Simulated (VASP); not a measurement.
Runs of VASP 6.6.1 on HgTe. The structure is that of space group F-43m (No. 216), or close to it. The cells are those of the table. 

| task | level | potentials or basis | spin | cell | k mesh | cutoff (eV) | grid for exact exchange (PRECFOCK) | screening parameter | gap on the mesh (eV) | pressure (GPa) | relaxed volume (Å³/atom) |
| --- | --- | --- | --- | --- | --- | --- | --- | --- | --- | --- | --- |
| single point | PBEsol | VASP PAW PBE potentials, release 64 (Hg, Te) | off | a = 4.605 Å, angles 60.0°, 2 atoms | 6 × 6 × 6 | 520 | - | - | none | 0.1 | - |
| single point | HSE06 | VASP PAW PBE potentials, release 64 (Hg, Te) | off | a = 4.657 Å, angles 60.0°, 2 atoms | 4 × 4 × 4 | 520 | Normal | 0.2079 1/Å | none | -0.1 | - |
| single point | PBE | VASP PAW PBE potentials, release 64 (Hg, Te) | non-collinear, zero start, SOC | a = 4.652 Å, angles 60.0°, 2 atoms | 6 × 6 × 6 | 520 | - | - | - | (a) | - |
| single point | PBE | VASP PAW PBE potentials, release 64 (Hg, Te) | off | a = 4.652 Å, angles 60.0°, 2 atoms | 6 × 6 × 6 | 520 | - | - | none | 1.3 | - |
| relaxation of cell and atoms | r2SCAN | VASP PAW PBE potentials, release 64 (Hg, Te) | off | relaxed from a = 4.704 Å, angles 60.0°, 2 atoms | 6 × 6 × 6 | 600 | - | - | none | 0.0 | (b) |
| relaxation of cell and atoms | PBEsol | VASP PAW PBE potentials, release 64 (Hg, Te) | off | relaxed from a = 4.704 Å, angles 60.0°, 2 atoms | 6 × 6 × 6 | 600 | - | - | none | 0.0 | 34.64 |
| relaxation of cell and atoms | PBE | VASP PAW PBE potentials, release 64 (Hg, Te) | off | relaxed from a = 4.394 Å, angles 60.0°, 2 atoms | 6 × 6 × 6 | 600 | - | - | none | 0.0 | 36.88 |
| single point | LDA | VASP PAW LDA potentials, release 64 (Hg, Te) | off | a = 4.553 Å, angles 60.0°, 2 atoms | 6 × 6 × 6 | 520 | - | - | none | 0.2 | - |
| single point | LDA | VASP PAW LDA potentials, release 64 (Hg, Te) | off | a = 4.652 Å, angles 60.0°, 2 atoms | 6 × 6 × 6 | 520 | - | - | none | -2.4 | - |
| single point | r2SCAN | VASP PAW PBE potentials, release 64 (Hg, Te) | off | a = 4.652 Å, angles 60.0°, 2 atoms | 6 × 6 × 6 | 520 | - | - | none | 0.0 | - |
| relaxation of cell and atoms | LDA | VASP PAW LDA potentials, release 64 (Hg, Te) | off | relaxed from a = 4.704 Å, angles 60.0°, 2 atoms | 6 × 6 × 6 | 600 | - | - | none | 0.0 | 33.56 |

Alike in all rows: smearing fermi-dirac 0.02 eV.

Problem. Fill in the values left out.

Solution. (a) 1.1; (b) 35.62.

Caveats: some runs use coarse meshes; spin-orbit coupling is left out, which moves the levels of the heavy elements (some runs); the PAW data sets were made with another functional, which shifts forces and pressure a little (some runs); the volume moved by over 15 % at a fixed basis, so the end points are rough (some runs).

A k mesh can miss the band edges, and rows without SOC leave out spin-orbit coupling on Hg, Te.

A gap of «none» marks levels without a gap at the run's occupations.
